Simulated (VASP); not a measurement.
# MgS (Fm-3m) in VASP: further runs

Aim: see how the results for MgS move with the level of theory and the settings. Levels: LDA, PBE. Tasks: electric field gradients.

Everything below comes from runs of VASP 6.6.1. Logs are shortened: lines on timing, memory, paths and dates and some standing lists are left out, and cuts for length are marked.

**1. The cell of the first run**

The structure is cubic, space group Fm-3m (No. 225). Conventional cell: a = 5.133 Å, b = 5.133 Å, c = 5.133 Å, α = 90.00°, β = 90.00°, γ = 90.00°. Within 3.4 Å of Mg (site symmetry m-3m) lie 6 S at 2.57 Å. Within 3.4 Å of S (site symmetry m-3m) lie 6 Mg at 2.57 Å.

**2. Electric field gradients, LDA**

INCAR

```
  PREC = Accurate
  ENCUT = 520
  EDIFF = 1E-8
  ISMEAR = -1
  SIGMA = 0.03
  LREAL = False
  LASPH = True
  NELM = 80
  ALGO = Normal
  ISIF = 2
  LWAVE = False
  LCHARG = False
  LEFG = True
  NBANDS = 11
```

KPOINTS

```
Automatic mesh
0
Gamma
  12 12 12
```

POSCAR

```
MgS
1.0
    0.0000000000      2.5664882573      2.5664882573
    2.5664882573      0.0000000000      2.5664882573
    2.5664882573      2.5664882573      0.0000000000
Mg S
1 1
Direct
    0.0000000000      0.0000000000      0.0000000000
    0.5000000000      0.5000000000      0.5000000000
```

Potentials or basis: VASP PAW LDA potentials, release 64 (Mg, S).

Launch:

```bash
cat potpaw_LDA.64/Mg/POTCAR potpaw_LDA.64/S/POTCAR > POTCAR
mpirun -np 1 vasp_std > vasp.out
```

OUTCAR:

```text
PREC = Accurate
   ENCUT = 520
   EDIFF = 1E-8
   ISMEAR = -1
   LREAL = False
   LASPH = True
   NELM = 80
   ISIF = 2

 ion  position               nearest neighbor table
   1  0.000  0.000  0.000-   2 2.57   2 2.57   2 2.57   2 2.57   2 2.57   2 2.57
   2  0.500  0.500  0.500-   1 2.57   1 2.57   1 2.57   1 2.57   1 2.57   1 2.57

  LATTYP: Found a face centered cubic cell.
 ALAT       =     5.1329765146

  Lattice vectors:

 A1 = (   0.0000000000,   2.5664882573,   2.5664882573)
 A2 = (   2.5664882573,   0.0000000000,   2.5664882573)
 A3 = (   2.5664882573,   2.5664882573,   0.0000000000)

Analysis of symmetry for initial positions (statically):
=====================================================================
 Subroutine PRICEL returns:
 Original cell was already a primitive cell.

 Routine SETGRP: Setting up the symmetry group for a
 face centered cubic supercell.

 Subroutine GETGRP returns: Found 48 space group operations
 (whereof 48 operations were pure point group operations)
 out of a pool of 48 trial point group operations.

The static configuration has the point symmetry O_h .

Analysis of symmetry for dynamics (positions and initial velocities):
=====================================================================
 Subroutine PRICEL returns:
 Original cell was already a primitive cell.

 Routine SETGRP: Setting up the symmetry group for a
 face centered cubic supercell.

 Subroutine GETGRP returns: Found 48 space group operations
 (whereof 48 operations were pure point group operations)
 out of a pool of 48 trial point group operations.

The dynamic configuration has the point symmetry O_h .

 Subroutine INISYM returns: Found 48 space group operations
 (whereof 48 operations are pure point group operations),
 and found     1 'primitive' translations

----------------------------------------------------------------------------------------

                                     Primitive cell

  volume of cell :      33.8102

  direct lattice vectors                    reciprocal lattice vectors
     0.000000000  2.566488257  2.566488257    -0.194818737  0.194818737  0.194818737
     2.566488257  0.000000000  2.566488257     0.194818737 -0.194818737  0.194818737
     2.566488257  2.566488257  0.000000000     0.194818737  0.194818737 -0.194818737

  length of vectors
[... 133 lines left out ...]
 fundamental gap:      2.6449009019
 Fermi energy:         4.5552752029

 k-point     1 :       0.0000    0.0000    0.0000
  band No.  band energies     occupation
      1      -8.9248      2.00000
      2       3.9558      2.00000
      3       3.9558      2.00000
      4       3.9558      2.00000
      5       7.7766      0.00000
      6      11.7643      0.00000
      7      11.7643      0.00000
      8      11.7643      0.00000
      9      14.2637      0.00000
     10      14.2637      0.00000
     11      16.4050      0.00000
[... 309 lines left out ...]
 k-point    24 :      -0.4167    0.1667    0.0000
  band No.  band energies     occupation
      1      -7.3599      2.00000
      2      -0.8126      2.00000
      3       2.0613      2.00000
      4       3.0841      2.00000
      5       9.1233      0.00000
      6      10.3769      0.00000
      7      11.5235      0.00000
      8      14.0750      0.00000
      9      16.6271      0.00000
     10      16.8386      0.00000
     11      17.8860      0.00000

 [... further k-points ...]

------------------------ aborting loop because EDIFF is reached ----------------------------------------

  FORCE on cell =-STRESS in cart. coord.  units (eV):
  Direction    XX          YY          ZZ          XY          YZ          ZX
  --------------------------------------------------------------------------------------
  -------------------------------------------------------------------------------------
  Total       -0.1631096     -0.1631096     -0.1631096      0.0000000     -0.0000000      0.0000000
  in kB       -7.7293382     -7.7293382     -7.7293382      0.0000000     -0.0000000      0.0000000
  external PRESSURE =      -7.7293382 kB  Pullay stress =       0.0000000 kB

 VOLUME and BASIS-vectors are now :
 -----------------------------------------------------------------------------
  energy-cutoff  :      520.00
  volume of cell :       33.81
      direct lattice vectors                 reciprocal lattice vectors
     0.000000000  2.566488257  2.566488257    -0.194818737  0.194818737  0.194818737
     2.566488257  0.000000000  2.566488257     0.194818737 -0.194818737  0.194818737
     2.566488257  2.566488257  0.000000000     0.194818737  0.194818737 -0.194818737

 POSITION                                       TOTAL-FORCE (eV/Angst)
 -----------------------------------------------------------------------------------
      0.00000      0.00000      0.00000         0.000000      0.000000      0.000000
      2.56649      2.56649      2.56649        -0.000000     -0.000000     -0.000000
 -----------------------------------------------------------------------------------
    total drift:                                0.000000      0.000000      0.000000

  FREE ENERGIE OF THE ION-ELECTRON SYSTEM (eV)
  ---------------------------------------------------
  free  energy   TOTEN  =        -9.5920317503 eV

  energy  without entropy=       -9.5920317502  energy(sigma->0) =       -9.59203175

 Electric field gradients (V/A^2)
---------------------------------------------------------------------
 ion       V_xx      V_yy      V_zz      V_xy      V_xz      V_yz
---------------------------------------------------------------------
   1      -0.000     0.000     0.000     0.000     0.000     0.000
   2       0.000     0.000    -0.000    -0.000    -0.000    -0.000
---------------------------------------------------------------------

 Electric field gradients after diagonalization (V/A^2)
 (convention: |V_zz| > |V_xx| > |V_yy|)
----------------------------------------------------------------------
 ion       V_xx      V_yy      V_zz     asymmetry (V_yy - V_xx)/ V_zz
----------------------------------------------------------------------
   1      -0.000    -0.000     0.000       0.000
   2       0.000     0.000    -0.001       0.000
----------------------------------------------------------------------

           NMR quadrupolar parameters

 Cq : quadrupolar parameter    Cq=e*Q*V_zz/h
 eta: asymmetry parameters     (V_yy - V_xx)/ V_zz
 Q  : nuclear electric quadrupole moment in mb (millibarn)
----------------------------------------------------------------------
 ion       Cq(MHz)       eta       Q (mb)
----------------------------------------------------------------------
   1       0.000       0.000       1.000
   2      -0.000       0.000       1.000
----------------------------------------------------------------------
```

It took 31 s on 1 thread of Intel Xeon Platinum 8259CL at 2.50GHz (Skylake/Cascade Lake), shared host; peak memory 0.15 GiB.

Results:

```yaml
Free_energy: -9.5920 eV
Pressure: -0.8 GPa
Band_gap_on_the_k_mesh: 2.64 eV, indirect (least direct gap 3.82 eV)
```

Caveat: without QUAD_EFG the Cq values of the log hold for a quadrupole moment of 1 mb, not for the nuclei. A k mesh can miss the band edges.

**3. Electric field gradients, PBE (volume scaled by 0.95)**

INCAR

```
ALGO = Normal
EDIFF = 1E-8
ENCUT = 520
GGA = PE
GGA_COMPAT = False
ISIF = 2
ISMEAR = -1
LASPH = True
LCHARG = False
LEFG = True
LREAL = False
LWAVE = False
NBANDS = 11
NELM = 120
PREC = Accurate
SIGMA = 0.03
```

KPOINTS

```
k-points
0
Gamma
  10 10 10
```

POSCAR

```
MgS
1.0
    0.0000000000      2.5575457170      2.5575457170
    2.5575457170      0.0000000000      2.5575457170
    2.5575457170      2.5575457170      0.0000000000
Mg S
1 1
Direct
    0.0000000000      0.0000000000      0.0000000000
    0.5000000000      0.5000000000      0.5000000000
```

Potentials or basis: VASP PAW PBE potentials, release 64 (Mg, S).

Launch:

```bash
cat potpaw_PBE.64/Mg/POTCAR potpaw_PBE.64/S/POTCAR > POTCAR
mpirun -np 1 vasp_std > vasp.out
```

OUTCAR:

```text
EDIFF = 1E-8
   ENCUT = 520
   GGA = PE
   ISIF = 2
   ISMEAR = -1
   LASPH = True
   LREAL = False
   NELM = 120
   PREC = Accurate

 ion  position               nearest neighbor table
   1  0.000  0.000  0.000-   2 2.56   2 2.56   2 2.56   2 2.56   2 2.56   2 2.56
   2  0.500  0.500  0.500-   1 2.56   1 2.56   1 2.56   1 2.56   1 2.56   1 2.56

  LATTYP: Found a face centered cubic cell.
 ALAT       =     5.1150914340

  Lattice vectors:

 A1 = (   0.0000000000,   2.5575457170,   2.5575457170)
 A2 = (   2.5575457170,   0.0000000000,   2.5575457170)
 A3 = (   2.5575457170,   2.5575457170,   0.0000000000)

Analysis of symmetry for initial positions (statically):
=====================================================================
 Subroutine PRICEL returns:
 Original cell was already a primitive cell.

 Routine SETGRP: Setting up the symmetry group for a
 face centered cubic supercell.

 Subroutine GETGRP returns: Found 48 space group operations
 (whereof 48 operations were pure point group operations)
 out of a pool of 48 trial point group operations.

The static configuration has the point symmetry O_h .

Analysis of symmetry for dynamics (positions and initial velocities):
=====================================================================
 Subroutine PRICEL returns:
 Original cell was already a primitive cell.

 Routine SETGRP: Setting up the symmetry group for a
 face centered cubic supercell.

 Subroutine GETGRP returns: Found 48 space group operations
 (whereof 48 operations were pure point group operations)
 out of a pool of 48 trial point group operations.

[... 478 lines left out ...]
      1      -7.3663      2.00000
      2       0.4001      2.00000
      3       2.4382      2.00000
      4       2.7325      2.00000
      5       8.2616      0.00000
      6       9.3249      0.00000
      7      14.0585      0.00000
      8      14.9082      0.00000
      9      16.6911      0.00000
     10      17.6784      0.00000
     11      21.2580      0.00000

 [... further k-points ...]

------------------------ aborting loop because EDIFF is reached ----------------------------------------

  FORCE on cell =-STRESS in cart. coord.  units (eV):
  Direction    XX          YY          ZZ          XY          YZ          ZX
  --------------------------------------------------------------------------------------
  -------------------------------------------------------------------------------------
  Total        1.1100213      1.1100213      1.1100213      0.0000000      0.0000000      0.0000000
  in kB       53.1547006     53.1547006     53.1547006      0.0000000      0.0000000      0.0000000
  external PRESSURE =      53.1547006 kB  Pullay stress =       0.0000000 kB

 VOLUME and BASIS-vectors are now :
 -----------------------------------------------------------------------------
  energy-cutoff  :      520.00
  volume of cell :       33.46
      direct lattice vectors                 reciprocal lattice vectors
     0.000000000  2.557545717  2.557545717    -0.195499927  0.195499927  0.195499927
     2.557545717  0.000000000  2.557545717     0.195499927 -0.195499927  0.195499927
     2.557545717  2.557545717  0.000000000     0.195499927  0.195499927 -0.195499927

 POSITION                                       TOTAL-FORCE (eV/Angst)
 -----------------------------------------------------------------------------------
      0.00000      0.00000      0.00000         0.000000     -0.000000      0.000000
      2.55755      2.55755      2.55755        -0.000000      0.000000     -0.000000
 -----------------------------------------------------------------------------------
    total drift:                                0.000000      0.000000      0.000000

  FREE ENERGIE OF THE ION-ELECTRON SYSTEM (eV)
  ---------------------------------------------------
  free  energy   TOTEN  =        -8.4687828686 eV

  energy  without entropy=       -8.4687828686  energy(sigma->0) =       -8.46878287

 Electric field gradients (V/A^2)
---------------------------------------------------------------------
 ion       V_xx      V_yy      V_zz      V_xy      V_xz      V_yz
---------------------------------------------------------------------
   1      -0.000    -0.000     0.000     0.000     0.000     0.000
   2      -0.000     0.000    -0.000    -0.000    -0.000    -0.000
---------------------------------------------------------------------

 Electric field gradients after diagonalization (V/A^2)
 (convention: |V_zz| > |V_xx| > |V_yy|)
----------------------------------------------------------------------
 ion       V_xx      V_yy      V_zz     asymmetry (V_yy - V_xx)/ V_zz
----------------------------------------------------------------------
   1      -0.000    -0.000     0.000       0.000
   2       0.000     0.000    -0.000       0.000
----------------------------------------------------------------------

           NMR quadrupolar parameters

 Cq : quadrupolar parameter    Cq=e*Q*V_zz/h
 eta: asymmetry parameters     (V_yy - V_xx)/ V_zz
 Q  : nuclear electric quadrupole moment in mb (millibarn)
----------------------------------------------------------------------
 ion       Cq(MHz)       eta       Q (mb)
----------------------------------------------------------------------
   1       0.000       0.000       1.000
   2      -0.000       0.000       1.000
----------------------------------------------------------------------
```

stdout:

```text
POSCAR found type information on POSCAR MgS
 POSCAR found :  2 types and       2 ions
 scaLAPACK will be used
 LDA part: xc-table for (Slater+PW92), standard interpolation
 POSCAR, INCAR and KPOINTS ok, starting setup
 FFT: planning ... GRIDC
 FFT: planning ... GRID_SOFT
 FFT: planning ... GRID
 WAVECAR not read
 entering main loop
ion   1

ion   2
```

Wall time 37 s (1 thread of Intel Xeon 8259CL, shared host); peak memory 0.16 GiB.

What came out:

```yaml
Free_energy: -8.4688 eV
Pressure: 5.3 GPa
Band_gap_on_the_k_mesh: 2.89 eV, indirect (least direct gap 4.13 eV)
```

Levels at points of the mesh, in eV from the valence-band top:
```
           k point  band 1  band 2  band 3  band 4  band 5  band 6  band 7  band 8
(0.00, 0.00, 0.00)  -12.97    0.00    0.00    0.00    4.13    7.92    7.92    7.92
(0.50, 0.00, 0.00)  -11.53   -5.11   -0.65   -0.65    4.62    6.97    6.97   10.68
(0.50, 0.50, 0.00)  -11.12   -4.47   -1.80   -1.80    2.89    4.23   12.52   12.97
```

Caveat: without QUAD_EFG the Cq values of the log hold for a quadrupole moment of 1 mb, not for the nuclei.
